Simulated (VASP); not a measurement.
Write the native input for VASP 6.6.1 that does the following.

* Task: single point
* Functional: PBE
* Potentials or basis: VASP PAW PBE potentials, release 64 (Al, Ru_pv)
* Cutoff: 500 eV
* k mesh: 6 × 6 × 6
* Occupations: gaussian, width 0.1 eV
* Spin: no spin polarisation
* Dipole correction: no
* Further INCAR settings: ALGO = Normal; EDIFF = 1e-06; NBANDS = 16

The structure of AlRu lies in POSCAR:

```
AlRu
1.0
    3.0037043292      0.0000000000      0.0000000000
    0.0000000000      3.0037043292      0.0000000000
    0.0000000000      0.0000000000      3.0037043292
Al Ru
1 1
Direct
    0.0000000000      0.0000000000      0.0000000000
    0.5000000000      0.5000000000      0.5000000000
```

These files were run (other wordings do the same):

INCAR

```
PREC = Accurate
ENCUT = 500
EDIFF = 1E-6
ISMEAR = 0
SIGMA = 0.1
LREAL = False
LASPH = True
NELM = 120
ALGO = Normal
ISIF = 2
LWAVE = False
LCHARG = True
GGA = PE
LELF = True
LVHAR = True
NBANDS = 16
GGA_COMPAT = False
```

KPOINTS

```
regular mesh
0
Gamma
  6 6 6
```

Potentials or basis: VASP PAW PBE potentials, release 64 (Al, Ru_pv).

Run with:

```sh
$ cat potpaw_PBE.64/Al/POTCAR potpaw_PBE.64/Ru_pv/POTCAR > POTCAR
$ mpirun -np 1 vasp_std > vasp.out
```

Results of the run:

```
Pressure               : -0.1 GPa
Band gap on the k mesh : zero (an odd number of electrons rules out a gap without spin polarisation)
```

Run time: 6.3 s on 1 thread of Intel(R) Xeon(R) Platinum 8259CL CPU @ 2.50GHz (Skylake/Cascade Lake), with other jobs on the host, peak memory 0.14 GiB.
